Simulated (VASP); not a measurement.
Sn2Bi2S, 5 atoms in the cell. The structure is hexagonal, space group P6/mmm (No. 191). The conventional cell has a = 5.442 Å, b = 5.442 Å, c = 8.371 Å, α = 90.00°, β = 90.00°, γ = 120.00°. Within 3.2 Å of Sn (site symmetry 6mm) lie 1 S at 2.44 Å. Bi (site symmetry -6m2) has 3 Bi at 3.14 Å and 6 Sn at 3.59 Å within 4.1 Å. Within 3.2 Å of S (site symmetry 6/mmm) lie 2 Sn at 2.44 Å. The cell was generated, and may not be a known phase.

* Program: VASP 6.6.1
* Task: relaxation of cell and atoms
* Functional: PBE
* Potentials or basis: VASP PAW PBE potentials, release 64 (Sn_d, Bi_d, S)
* Cutoff: 600 eV
* k mesh: 12 × 12 × 6
* Occupations: gaussian, width 0.1 eV
* Spin: no spin polarisation
* Dipole correction: no
* Further INCAR settings: ALGO = Fast; EDIFF = 1e-07; IBRION = 2; EDIFFG = -0.01; NSW = 100; ISIF = 3

Potentials or basis: VASP PAW PBE potentials, release 64 (Sn_d, Bi_d, S).

The run is started by

```bash
$ cat potpaw_PBE.64/Sn_d/POTCAR potpaw_PBE.64/Bi_d/POTCAR potpaw_PBE.64/S/POTCAR > POTCAR
$ mpirun -np 1 vasp_std > vasp.out
```

Hardware: 1 thread of Oxide Virtual Turin-like Processor, on a shared host.

Task: How long does it take, and how much memory?

Result: Wall time 2.1 h on 1 thread of Oxide Virtual Turin-like Processor, on a shared host, peak memory 0.87 GiB. Counts: scf iterations 101, k points 76, ion steps 7.
